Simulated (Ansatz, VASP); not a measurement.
**One calculation of InO, two programs**

File INCAR:

```
SYSTEM = InO
PREC     = Accurate       ! precision mode
ENCUT    = 520            ! plane-wave cutoff, eV
EDIFF    = 1E-6           ! SCF threshold, eV
ISMEAR   = 0              ! smearing method
SIGMA    = 0.03           ! smearing width, eV
LREAL    = .False.        ! projectors in reciprocal space
LASPH    = .True.         ! aspherical terms in the spheres
NELM     = 100            ! most SCF steps
ALGO     = Normal         ! electronic algorithm
ISIF     = 2              ! what is computed and relaxed
LWAVE    = .False.        ! write WAVECAR
LCHARG   = .False.        ! write CHGCAR
NBANDS   = 27             ! bands
```

The input KPOINTS:

```
regular mesh
0
Gamma
  12 12 2
  0 0 0
```

File POSCAR:

```
InO
1.0
    3.4536138013      0.0000000000      0.0000000000
   -1.7268069007      2.9909172868      0.0000000000
    0.0000000000      0.0000000000     15.0832450000
In O
2 2
Direct
    0.6666666667      0.3333333333      0.5900210000
    0.6666666667      0.3333333333      0.4099790000
    0.0000000000      0.0000000000      0.6398670000
    0.0000000000      0.0000000000      0.3601330000
```

Input for Ansatz:

```yaml
crystal:
  lattice:
    - [3.4536138013, 0.0, 0.0]
    - [-1.7268069007, 2.9909172868, 0.0]
    - [0.0, 0.0, 15.083245]
  atoms:
    - { symbol: In, position: [0.6666666667, 0.3333333333, 0.590021] }
    - { symbol: In, position: [0.6666666667, 0.3333333333, 0.409979] }
    - { symbol: O, position: [0.0, 0.0, 0.639867] }
    - { symbol: O, position: [0.0, 0.0, 0.360133] }
basis:
  ecutwfc: 420
kpoints:
  mp_grid: { grid: [12, 12, 2] }
hamiltonian:
  xc: lda
scf:
  occupations: { method: gaussian, width: 0.03 }
output:
  forces: true
  stress: true
  eigenvalues: true
  write_density: true
  write_potential: true
  elf: true
  volumetric_format: npy
```

Change from the starting cell: strain +0.000 along x and y, -0.050 along z, atoms carried along.

Alike in both runs: task single point; functional LDA; k mesh 12 × 12 × 2; occupations gaussian, width 0.03 eV; no spin polarisation.

|  | VASP | Ansatz |
| --- | --- | --- |
| version | VASP 6.6.1 | Ansatz 0.2.0 |
| potentials or method | VASP PAW LDA potentials, release 64 (In_d, O), cutoff 520 eV | scalar-relativistic, plane waves, PAW |
| valence electrons in the cell | 38 | 38 |

Ansatz gave:

| Property | Result |
| --- | --- |
| gap on the k mesh at the Fermi level (eV) | 0.45 |
| least direct gap on the mesh (eV) | 1.08 |
| rms of the force components (eV/Å) | 0.253 |

What did VASP give for the same quantities?

gap on the k mesh at the Fermi level (eV): 0.45; least direct gap on the mesh (eV): 1.09; rms of the force components (eV/Å): 0.243.

LDA's correlation is that of Perdew and Zunger in VASP and of Perdew and Wang (1992) in Ansatz. Atom by atom the forces differ by 0.016 eV/Å (rms over components). Ansatz's warnings: xc potential rough in thin density.
